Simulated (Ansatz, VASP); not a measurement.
# Cs2Au in VASP and in Ansatz

```
Cs Au
1.0
    -2.20678    2.20678    5.41351
     2.20678   -2.20678    5.41351
     2.20678    2.20678   -5.41351
Cs Au
2 1
Direct
  0.66500 0.66500 0.00000
  0.33500 0.33500 0.00000
  0.00000 0.00000 0.00000
```

Alike in both runs: task relaxation of cell and atoms; functional PBE; k mesh 6 × 6 × 6; occupations gaussian, width 0.1 eV; no spin polarisation.

|  | VASP | Ansatz |
| --- | --- | --- |
| version | VASP 6.6.1 | Ansatz 0.2.0 |
| potentials or method | VASP PAW PBE potentials, release 64 (Cs_sv, Au), cutoff 600 eV | scalar-relativistic, plane waves, PAW |
| valence electrons in the cell | 29 | 37 |

```tsv
	VASP	Ansatz	Ansatz less VASP
gap on the k mesh at the Fermi level, each at its own relaxed structure (eV)	none	none	-
relaxed volume (Å³/atom)	61.50	60.42	-1.076
relaxed cell length with the largest relative difference (Å)	9.451	9.363	-0.0886
```

A gap of «none» marks a metal or a gap that the smearing closes. VASP's potentials hold 29 valence electrons a cell and Ansatz's 37, so a difference there can come from the potentials and not from the codes.

Spin-orbit coupling is off throughout. Noted on VASP's run: the volume moved by over 15 % at a fixed basis, so the end points are rough.
